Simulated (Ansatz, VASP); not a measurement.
**One calculation of SiC, two programs**

```
CELL_PARAMETERS angstrom
3.01600 0.00000 0.00000
-1.50800 2.61194 0.00000
0.00000 0.00000 10.11474
ATOMIC_POSITIONS crystal
Si 0.00000 0.00000 0.00050
Si 0.33333 0.66667 0.25051
Si 0.00000 0.00000 0.50050
Si 0.66667 0.33333 0.75051
C 0.00000 0.00000 0.18671
C 0.33333 0.66667 0.43727
C 0.00000 0.00000 0.68671
C 0.66667 0.33333 0.93727
```

Change from the starting cell: epitaxial_xy strain -2.0%.

Alike in both runs: task single point; functional HSE06; k mesh 6 × 6 × 2; no spin polarisation.

|  | VASP | Ansatz |
| --- | --- | --- |
| version | VASP 6.6.1 | Ansatz 0.2.0 |
| potentials or method | VASP PAW PBE potentials, release 64 (Si, C) | plane waves, PAW |
| plane-wave cutoff (eV) | 520 | 420 |
| occupations | gaussian, width 0.01 eV | fixed |
| valence electrons in the cell | 32 | 32 |

|  | VASP | Ansatz | Ansatz less VASP |
| --- | --- | --- | --- |
| gap on the k mesh at the Fermi level (eV) | 2.99 | 2.98 | -0.004 |
| pressure (GPa) | 7.5 | 7.9 | +0.44 |
| traceless stress, the component that is largest in VASP (GPa) | -9.24 | -9.22 | +0.020 |

Ansatz's warnings: stress exchange threshold loose, stress scf threshold loose.
